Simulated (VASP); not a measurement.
CO2, 6 atoms in the cell. Symmetry: I-42d, No. 122, tetragonal system. The conventional cell has a = 3.949 Å, b = 3.949 Å, c = 6.269 Å, α = 90.00°, β = 90.00°, γ = 90.00°. O (site symmetry 2) has 2 C at 1.42 Å within 1.9 Å. C (site symmetry -4) has 4 O at 1.42 Å within 1.9 Å. 

```yaml
Program: VASP 6.6.1
Task: single point
Functional: PBEsol
Potentials_or_basis: VASP PAW PBE potentials, release 64 (O_h, C_h)
Cutoff: 1340 eV
k_mesh: 8 × 8 × 8
Occupations: fermi-dirac, width 0.05 eV
Spin: no spin polarisation
Dipole_correction: no
Further_INCAR_settings: ALGO = Normal; EDIFF = 1e-06; NBANDS = 25
```

Potentials or basis: VASP PAW PBE potentials, release 64 (O_h, C_h).

Launch:

```sh
$ cat potpaw_PBE.64/O_h/POTCAR potpaw_PBE.64/C_h/POTCAR > POTCAR
$ mpirun -np 1 vasp_std > vasp.out
```

Hardware: 1 thread of Intel(R) Xeon(R) Platinum 8259CL CPU @ 2.50GHz (Skylake/Cascade Lake) (shared host).

Task: How long does it take, and how much memory?

Result: It took 6 min on 1 thread of Intel(R) Xeon(R) Platinum 8259CL CPU @ 2.50GHz (Skylake/Cascade Lake) (shared host), peak memory 0.47 GiB. Counts: scf iterations 13, k points 59.
